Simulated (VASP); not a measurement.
# Ir (Pm-3m) in VASP: further runs

Runs on Ir. Level: PBE. Tasks: single point.

All numbers are computed with VASP 6.6.1; they aren't measurements. Logs are shortened: lines on timing, memory, paths and dates and some standing lists are left out, and cuts for length are marked.

**1. The cell of the first run**

The structure is cubic, space group Pm-3m (No. 221). The conventional cell has a = 2.572 Å, b = 2.572 Å, c = 2.572 Å, α = 90.00°, β = 90.00°, γ = 90.00°. Ir (site symmetry m-3m) has 6 Ir at 2.57 Å within 3.4 Å.

**2. Single point, PBE, collinear spin, ferromagnetic start**

The input, INCAR:

```
SYSTEM = Ir
ALGO = Normal
EDIFF = 1E-7
ENCUT = 520
GGA = PE
ISIF = 2
ISMEAR = -1
ISPIN = 2
LASPH = .TRUE.
LCHARG = .FALSE.
LMAXMIX = 4
LORBIT = 11
LREAL = .FALSE.
LWAVE = .FALSE.
MAGMOM = 1
NBANDS = 14
NELM = 150
PREC = Accurate
SIGMA = 0.05
```

The input, KPOINTS:

```
k-points
0
G
  20 20 20
  0 0 0
```

The input, POSCAR:

```
Ir
1.0
    2.5718086364      0.0000000000      0.0000000000
    0.0000000000      2.5718086364      0.0000000000
    0.0000000000      0.0000000000      2.5718086364
Ir
1
Direct
    0.0000000000      0.0000000000      0.0000000000
```

Potentials or basis: VASP PAW PBE potentials, release 64 (Ir).

The run is started by

```bash
$ cat potpaw_PBE.64/Ir/POTCAR > POTCAR
$ mpirun -np 1 vasp_std > vasp.out
```

OUTCAR:

```text
SYSTEM = Ir
   EDIFF = 1E-7
   ENCUT = 520
   GGA = PE
   ISIF = 2
   ISMEAR = -1
   ISPIN = 2
   LASPH = .TRUE.
   LORBIT = 11
   LREAL = .FALSE.
   NELM = 150
   PREC = Accurate

 ion  position               nearest neighbor table
   1  0.000  0.000  0.000-

  LATTYP: Found a simple cubic cell.
 ALAT       =     2.5718086364

  Lattice vectors:

 A1 = (   2.5718086364,   0.0000000000,   0.0000000000)
 A2 = (   0.0000000000,   2.5718086364,   0.0000000000)
 A3 = (   0.0000000000,   0.0000000000,   2.5718086364)

Analysis of symmetry for initial positions (statically):
=====================================================================
 Subroutine PRICEL returns:
 Original cell was already a primitive cell.

 Routine SETGRP: Setting up the symmetry group for a
 simple cubic supercell.

 Subroutine GETGRP returns: Found 48 space group operations
 (whereof 48 operations were pure point group operations)
 out of a pool of 48 trial point group operations.

The static configuration has the point symmetry O_h .

Analysis of symmetry for dynamics (positions and initial velocities):
=====================================================================
 Subroutine PRICEL returns:
 Original cell was already a primitive cell.

 Routine SETGRP: Setting up the symmetry group for a
 simple cubic supercell.

 Subroutine GETGRP returns: Found 48 space group operations
 (whereof 48 operations were pure point group operations)
 out of a pool of 48 trial point group operations.

The dynamic configuration has the point symmetry O_h .

Analysis of structural, dynamic, and magnetic symmetry:
=====================================================================
 Subroutine PRICEL returns:
 Original cell was already a primitive cell.

 Routine SETGRP: Setting up the symmetry group for a
 simple cubic supercell.

 Subroutine GETGRP returns: Found 48 space group operations
 (whereof 48 operations were pure point group operations)
 out of a pool of 48 trial point group operations.

The overall configuration has the point symmetry O_h .

 Subroutine INISYM returns: Found 48 space group operations
 (whereof 48 operations are pure point group operations),
 and found     1 'primitive' translations

----------------------------------------------------------------------------------------

                                     Primitive cell

  volume of cell :      17.0105

  direct lattice vectors                    reciprocal lattice vectors
     2.571808636  0.000000000  0.000000000     0.388831418  0.000000000  0.000000000
     0.000000000  2.571808636  0.000000000     0.000000000  0.388831418  0.000000000
     0.000000000  0.000000000  2.571808636     0.000000000  0.000000000  0.388831418

  length of vectors
     2.571808636  2.571808636  2.571808636     0.388831418  0.388831418  0.388831418

  position of ions in fractional coordinates (direct lattice)
     0.000000000  0.000000000  0.000000000

  ion indices of the primitive-cell ions
   primitive index   ion index
                 1           1

----------------------------------------------------------------------------------------

 KPOINTS: k-points

Automatic generation of k-mesh.
 Grid dimensions read from file:
 generate k-points for:   20   20   20

 Generating k-lattice:

  Cartesian coordinates                     Fractional coordinates (reciprocal lattice)
     0.019441571  0.000000000  0.000000000     0.050000000  0.000000000  0.000000000
     0.000000000  0.019441571  0.000000000     0.000000000  0.050000000  0.000000000
     0.000000000  0.000000000  0.019441571     0.000000000  0.000000000  0.050000000

  Length of vectors
     0.019441571  0.019441571  0.019441571

  Shift w.r.t. Gamma in fractional coordinates (k-lattice)
     0.000000000  0.000000000  0.000000000

 Subroutine IBZKPT returns following result:
 ===========================================

 Found    286 irreducible k-points:

 Following reciprocal coordinates:
            Coordinates               Weight
  0.000000  0.000000  0.000000      1.000000
  0.050000  0.000000  0.000000      6.000000
  0.100000  0.000000  0.000000      6.000000
  0.150000  0.000000  0.000000      6.000000
  0.200000  0.000000  0.000000      6.000000
  0.250000  0.000000  0.000000      6.000000
[... 16 lines left out ...]
  0.150000  0.100000  0.000000     24.000000
  0.200000  0.100000  0.000000     24.000000
 [... further k-points ...]
   k-points           NKPTS =    286   k-points in BZ     NKDIM =    286   number of bands    NBANDS=     14
   number of dos      NEDOS =    301   number of ions     NIONS =      1
   total plane-waves  NPLWV =   8000
   dimension x,y,z NGX =    20 NGY =   20 NGZ =   20
   dimension x,y,z NGXF=    40 NGYF=   40 NGZF=   40
   ions per type =               1
   NGX,Y,Z   is equivalent  to a cutoff of  12.93, 12.93, 12.93 a.u.
   NGXF,Y,Z  is equivalent  to a cutoff of  25.86, 25.86, 25.86 a.u.
 SYSTEM =  Ir
   PREC   = accura    normal or accurate (medium, high low for compatibility)
   ISTART =      0    job   : 0-new  1-cont  2-samecut
   ICHARG =      2    charge: 1-file 2-atom 10-const
   ISPIN  =      2    spin polarized calculation?
   LNONCOLLINEAR =      F non collinear calculations
   LSORBIT =      F    spin-orbit coupling
   LASPH  =      T    aspherical Exc in radial PAW
   ENCUT  =  520.0 eV  38.22 Ry    6.18 a.u.   4.78  4.78  4.78*2*pi/ulx,y,z
   NELM   =    150;   NELMIN=  2; NELMDL= -5     # of ELM steps
   EDIFF  = 0.1E-06   stopping-criterion for ELM
   LREAL  =      F    real-space projection
   EDIFFG = 0.1E-05   stopping-criterion for IOM
   NSW    =      0    number of steps for IOM
   IBRION =     -1    ionic relax: 0-MD 1-quasi-New 2-CG
   NFREE  =      0    steps in history (QN), initial steepest desc. (CG)
   ISIF   =      2    stress and relaxation
   ISYM   =      2    0-nonsym 1-usesym 2-fastsym
   POTIM  = 0.5000    time-step for ionic-motion
   TEBEG  =    0.0;   TEEND  =   0.0 temperature during run
   PSTRESS=    0.0 pullay stress
   NELECT =       9.0000    total number of electrons
   NUPDOWN=      -1.0000    fix difference up-down
   EMIN   =  10.00;   EMAX   =-10.00  energy-range for DOS
   EFERMI =   0.00;   METHOD = LEGACY
   ISMEAR =    -1;   SIGMA  =   0.05  broadening in eV -4-tet -1-fermi 0-gaus
   EFERMI_NEDOS =   21; number of points for ismear=-14 and -15
   IALGO  =     38    algorithm
   IMIX   =      4    mixing-type and parameters
     AMIX     =   0.40;   BMIX     =  1.00
     AMIX_MAG =   1.60;   BMIX_MAG =  1.00
  volume/ion in A,a.u.               =      17.01       114.79
  Fermi-wavevector in a.u.,A,eV,Ry     =   1.324089  2.502164 23.853875  1.753210
  Thomas-Fermi vector in A             =   2.453649
   LORBIT       =     11    0 simple, 1 ext, 2 COOP (PROOUT), +10 PAW based schemes
   GGA     = PE    functional components
   LHFCALC =     F    Hartree Fock is set to
   AEXX    =    0.0000 exact exchange contribution
   IVDW    =     0    specifies the selected vdW correction
   LEPSILON=     F    determine dielectric tensor
   LRPA    =     F    only Hartree local field effects (RPA)
 spin polarized calculation
  energy-cutoff  :      520.00
  volume of cell :       17.01
 maximum number of plane-waves:       480
 NGX is ok and might be reduce to    20
   NGX =  9   NGY =  9   NGZ =  9

 number of electron       8.9999999 magnetization      -0.0002410

 number of electron       8.9999999 magnetization       0.0000829

 Free energy of the ion-electron system (eV)
  ---------------------------------------------------
  ext. energy  EPLUGINS =         0.00000000
  ---------------------------------------------------
  free energy    TOTEN  =        -7.86877091 eV

  energy without entropy =       -7.85760131  energy(sigma->0) =       -7.86318611

 E-fermi :   7.3917     XC(G=0): -12.7413

 val. band max:        7.3829465586   @ k =   0.5000   0.3500   0.0000
 cond. band min:       7.3926229996   @ k =   0.1500   0.1500   0.1500
 fundamental gap:      0.0096764411
 Fermi energy:         7.3917013773

 spin component 1

 k-point     1 :       0.0000    0.0000    0.0000
  band No.  band energies     occupation
      1      -1.6649      1.00000
      2       1.4923      1.00000
      3       1.4923      1.00000
      4       8.6807      0.00000
      5       8.6807      0.00000
      6       8.6807      0.00000
      7      22.9834      0.00000
      8      22.9834      0.00000
      9      22.9834      0.00000
     10      28.8993      0.00000
     11      31.6384      0.00000
     12      31.6384      0.00000
     13      36.0761      0.00000
     14      36.0761      0.00000
[... 375 lines left out ...]
 k-point    24 :       0.2000    0.1000    0.0000
  band No.  band energies     occupation
      1      -0.2966      1.00000
      2       1.9618      1.00000
      3       2.8242      1.00000
      4       7.2197      0.96892
      5       7.6166      0.01102
      6       8.4699      0.00000
      7      18.7999      0.00000
      8      22.9692      0.00000
      9      25.5843      0.00000
     10      27.8918      0.00000
     11      31.9320      0.00000
     12      34.9548      0.00000
     13      37.3832      0.00000
     14      38.3159      0.00000

 [... further k-points ...]

 spin component 2

 k-point     1 :       0.0000    0.0000    0.0000
  band No.  band energies     occupation
      1      -1.6649      1.00000
      2       1.4923      1.00000
      3       1.4923      1.00000
      4       8.6808      0.00000
      5       8.6808      0.00000
      6       8.6808      0.00000
      7      22.9834      0.00000
      8      22.9834      0.00000
      9      22.9834      0.00000
     10      28.8993      0.00000
     11      31.6384      0.00000
     12      31.6384      0.00000
     13      36.0761      0.00000
     14      36.0761      0.00000
[... 375 lines left out ...]
 k-point    24 :       0.2000    0.1000    0.0000
  band No.  band energies     occupation
      1      -0.2966      1.00000
      2       1.9619      1.00000
      3       2.8243      1.00000
      4       7.2198      0.96888
      5       7.6166      0.01100
      6       8.4700      0.00000
      7      18.7999      0.00000
      8      22.9692      0.00000
      9      25.5843      0.00000
     10      27.8919      0.00000
     11      31.9320      0.00000
     12      34.9548      0.00000
     13      37.3832      0.00000
     14      38.3159      0.00000

 [... further k-points ...]

------------------------ aborting loop because EDIFF is reached ----------------------------------------

  FORCE on cell =-STRESS in cart. coord.  units (eV):
  Direction    XX          YY          ZZ          XY          YZ          ZX
  --------------------------------------------------------------------------------------
  -------------------------------------------------------------------------------------
  Total       -0.0268420     -0.0268420     -0.0268420     -0.0000000      0.0000000     -0.0000000
  in kB       -2.5281848     -2.5281848     -2.5281848     -0.0000000      0.0000000     -0.0000000
  external PRESSURE =      -2.5281848 kB  Pullay stress =       0.0000000 kB

 VOLUME and BASIS-vectors are now :
 -----------------------------------------------------------------------------
  energy-cutoff  :      520.00
  volume of cell :       17.01
      direct lattice vectors                 reciprocal lattice vectors
     2.571808636  0.000000000  0.000000000     0.388831418  0.000000000  0.000000000
     0.000000000  2.571808636  0.000000000     0.000000000  0.388831418  0.000000000
     0.000000000  0.000000000  2.571808636     0.000000000  0.000000000  0.388831418

 POSITION                                       TOTAL-FORCE (eV/Angst)
 -----------------------------------------------------------------------------------
      0.00000      0.00000      0.00000         0.000000      0.000000      0.000000
 -----------------------------------------------------------------------------------
    total drift:                               -0.000000     -0.000000     -0.000000

  FREE ENERGIE OF THE ION-ELECTRON SYSTEM (eV)
  ---------------------------------------------------
  free  energy   TOTEN  =        -7.8687709120 eV

  energy  without entropy=       -7.8576013059  energy(sigma->0) =       -7.86318611

 total charge

# of ion       s       p       d       tot
------------------------------------------
    1        0.727   0.516   7.009   8.252

 magnetization (x)

# of ion       s       p       d       tot
------------------------------------------
    1        0.000   0.000   0.000   0.000
```

Run time: 98 s. Hardware: 1 thread of AMD EPYC 9R14 (Zen 4), shared host; peak memory 0.18 GiB.

What came out:

```
Free energy                                           : -7.8688 eV
Pressure                                              : -0.3 GPa
Net moment                                            : 0.00 μB per cell
Valence electrons inside the program's atomic spheres : Ir 8.25
```

Caveat: spin-orbit coupling is left out, which moves the levels of the heavy elements.

**3. Single point, PBE, collinear spin, ferromagnetic start (volume scaled by 1.04)**

The input, INCAR:

```
SYSTEM = Ir
  PREC = Accurate
  ENCUT = 520
  EDIFF = 1E-6
  ISMEAR = -1
  SIGMA = 0.05
  LREAL = .False.
  LASPH = .True.
  NELM = 150
  ALGO = Normal
  ISIF = 2
  LWAVE = .False.
  LCHARG = .False.
  ISPIN = 2
  MAGMOM = 1
  LORBIT = 11
  LMAXMIX = 4
  GGA = PE
  NBANDS = 14
```

The input, KPOINTS:

```
Automatic mesh
0
Gamma
  20 20 20
  0 0 0
```

The input, POSCAR:

```
Ir
1.0
    2.6056521048      0.0000000000      0.0000000000
    0.0000000000      2.6056521048      0.0000000000
    0.0000000000      0.0000000000      2.6056521048
Ir
1
Direct
    0.0000000000      0.0000000000      0.0000000000
```

Potentials or basis: VASP PAW PBE potentials, release 64 (Ir).

The run is started by

```bash
$ cat potpaw_PBE.64/Ir/POTCAR > POTCAR
$ mpirun -np 1 vasp_std > vasp.out
```

OUTCAR:

```text
SYSTEM = Ir
   PREC = Accurate
   ENCUT = 520
   EDIFF = 1E-6
   ISMEAR = -1
   LREAL = .False.
   LASPH = .True.
   NELM = 150
   ISIF = 2
   ISPIN = 2
   LORBIT = 11
   GGA = PE

 ion  position               nearest neighbor table
   1  0.000  0.000  0.000-

  LATTYP: Found a simple cubic cell.
 ALAT       =     2.6056521048

  Lattice vectors:

 A1 = (   2.6056521048,   0.0000000000,   0.0000000000)
 A2 = (   0.0000000000,   2.6056521048,   0.0000000000)
[... 1025 lines left out ...]
  --------------------------------------------------------------------------------------
  -------------------------------------------------------------------------------------
  Total       -0.9915102     -0.9915102     -0.9915102      0.0000000     -0.0000000     -0.0000000
  in kB      -89.7963051    -89.7963051    -89.7963051      0.0000000     -0.0000000     -0.0000000
  external PRESSURE =     -89.7963051 kB  Pullay stress =       0.0000000 kB

 VOLUME and BASIS-vectors are now :
 -----------------------------------------------------------------------------
  energy-cutoff  :      520.00
  volume of cell :       17.69
      direct lattice vectors                 reciprocal lattice vectors
     2.605652105  0.000000000  0.000000000     0.383781088  0.000000000  0.000000000
     0.000000000  2.605652105  0.000000000     0.000000000  0.383781088  0.000000000
     0.000000000  0.000000000  2.605652105     0.000000000  0.000000000  0.383781088

 POSITION                                       TOTAL-FORCE (eV/Angst)
 -----------------------------------------------------------------------------------
      0.00000      0.00000      0.00000         0.000000      0.000000      0.000000
 -----------------------------------------------------------------------------------
    total drift:                               -0.000000      0.000000     -0.000000

  FREE ENERGIE OF THE ION-ELECTRON SYSTEM (eV)
  ---------------------------------------------------
  free  energy   TOTEN  =        -7.8486998365 eV

  energy  without entropy=       -7.8365843950  energy(sigma->0) =       -7.84264212

 total charge

# of ion       s       p       d       tot
------------------------------------------
    1        0.707   0.480   6.963   8.150

 magnetization (x)

# of ion       s       p       d       tot
------------------------------------------
    1        0.000   0.000   0.000   0.000
```

Wall time 88 s (1 thread of AMD EPYC 9R14 (Zen 4), shared host); peak memory 0.18 GiB.

Results:

* Free energy: -7.8487 eV
* Pressure: -9.0 GPa
* Net moment: 0.00 μB per cell
* Valence electrons inside the program's atomic spheres: Ir 8.15

Caveat: spin-orbit coupling is left out, which moves the levels of the heavy elements.

**4. Single point, PBE, collinear spin, ferromagnetic start (volume scaled by 1.12)**

The input, INCAR:

```
PREC     = Accurate       # precision mode
ENCUT    = 520            # plane-wave cutoff, eV
EDIFF    = 1E-7           # SCF threshold, eV
ISMEAR   = -1             # smearing method
SIGMA    = 0.05           # smearing width, eV
LREAL    = F              # projectors in reciprocal space
LASPH    = T              # aspherical terms in the spheres
NELM     = 150            # most SCF steps
ALGO     = Normal         # electronic algorithm
ISIF     = 2              # what is computed and relaxed
LWAVE    = F              # write WAVECAR
LCHARG   = F              # write CHGCAR
ISPIN    = 2              # spin polarisation
MAGMOM   = 1              # initial moments
LORBIT   = 11             # projections on sites
LMAXMIX  = 4              # l up to which the mixer works
GGA      = PE             # functional
NBANDS   = 14             # bands
```

The input, KPOINTS:

```
regular mesh
0
Gamma
  20 20 20
```

The input, POSCAR:

```
Ir
1.0
    2.6708202351      0.0000000000      0.0000000000
    0.0000000000      2.6708202351      0.0000000000
    0.0000000000      0.0000000000      2.6708202351
Ir
1
Direct
    0.0000000000      0.0000000000      0.0000000000
```

The run is started by

```bash
$ cat potpaw_PBE.64/Ir/POTCAR > POTCAR
$ mpirun -np 1 vasp_std > vasp.out
```

Run time: 97 s. Hardware: 1 thread of AMD EPYC 9R14 (Zen 4), shared host; peak memory 0.19 GiB.

Results (log left out):

```
Free energy                                           : -7.7174 eV
Pressure                                              : -21.1 GPa
Net moment                                            : 0.00 μB per cell
Valence electrons inside the program's atomic spheres : Ir 7.98
```

Levels at points of the mesh, in eV from the Fermi level:
Spin up:
```tsv
k point	band 1	band 2	band 3	band 4	band 5	band 6	band 7	band 8
(0.00, 0.00, 0.00)	-8.10	-5.02	-5.02	1.04	1.04	1.04	14.84	14.84
(0.50, 0.00, 0.00)	-5.39	-4.42	-1.19	-1.19	-0.45	1.26	4.97	16.23
(0.50, 0.50, 0.00)	-5.29	-4.04	-0.78	-0.78	2.73	4.38	4.38	9.65
(0.50, 0.50, 0.50)	-4.26	-4.26	-4.26	2.88	2.88	9.68	9.81	9.81
```
Spin down:
| k point | band 2 | band 3 | band 4 | band 5 | band 6 | band 7 |
| --- | --- | --- | --- | --- | --- | --- |
| (0.00, 0.00, 0.00) | -5.02 | -5.02 | 1.04 | 1.04 | 1.04 | 14.84 |
| (0.50, 0.00, 0.00) | -4.42 | -1.19 | -1.19 | -0.45 | 1.26 | 4.97 |
| (0.50, 0.50, 0.00) | -4.04 | -0.78 | -0.78 | 2.73 | 4.38 | 4.38 |
| (0.50, 0.50, 0.50) | -4.26 | -4.26 | 2.88 | 2.88 | 9.68 | 9.81 |

Caveat: spin-orbit coupling is left out, which moves the levels of the heavy elements.

**5. Summary**

```tsv
cell	gap on the mesh (eV)	pressure (GPa)	moment (μB)
a = 2.572 Å, 1 atom	none	-0.3	0.00
a = 2.606 Å, 1 atom	none	-9.0	0.00
a = 2.671 Å, 1 atom	none	-21.1	0.00
```

Alike in all rows: task single point; level PBE; potentials or basis VASP PAW PBE potentials, release 64 (Ir); spin collinear, ferromagnetic start; k mesh 20 × 20 × 20; cutoff (eV) 520; smearing fermi-dirac 0.05 eV.

Caveats: spin-orbit coupling is left out, which moves the levels of the heavy elements.

Total energies depend on the potentials used, so only differences within one code and one set of settings carry meaning.
